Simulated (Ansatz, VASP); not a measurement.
NaAl5O2 in VASP and in Ansatz

```
Na Al O
1.0
     2.89364    0.00000    0.00000
    -1.44682    2.50596    0.00000
     0.00000    0.00000   14.64347
Na Al O
1 5 2
Direct
  0.00000 0.00000 0.00000
  0.66667 0.33333 0.18603
  0.66667 0.33333 0.81397
  0.00000 0.00000 0.66229
  0.00000 0.00000 0.33771
  0.33333 0.66667 0.50000
  0.33333 0.66667 0.11508
  0.33333 0.66667 0.88492
```

Alike in both runs: functional PBE; k mesh 6 × 6 × 2; occupations gaussian, width 0.2 eV; no spin polarisation.

Ansatz relaxed the structure, and its values are those at the end. VASP's run is a single point on that final structure, the one shown.

```csv
,VASP,Ansatz
version,VASP 6.6.1,Ansatz 0.2.0
potentials or method,"VASP PAW PBE potentials, release 64 (Na_pv, Al, O), cutoff 520 eV","scalar-relativistic, plane waves, PAW"
valence electrons in the cell,34,36
```

VASP gave:

- gap on the k mesh at the Fermi level (eV): none
- pressure (GPa): 0.1
- rms of the force components (eV/Å): 0.029

**Question.** What did Ansatz give for the same quantities?

**Answer.** gap on the k mesh at the Fermi level (eV): none; pressure (GPa): 0.1; rms of the force components (eV/Å): 0.025.

A gap of «none» marks a metal or a gap that the smearing closes. VASP's potentials hold 34 valence electrons a cell and Ansatz's 36, so a difference there can come from the potentials and not from the codes.

The k mesh is coarse, so the values compare programs but aren't converged.
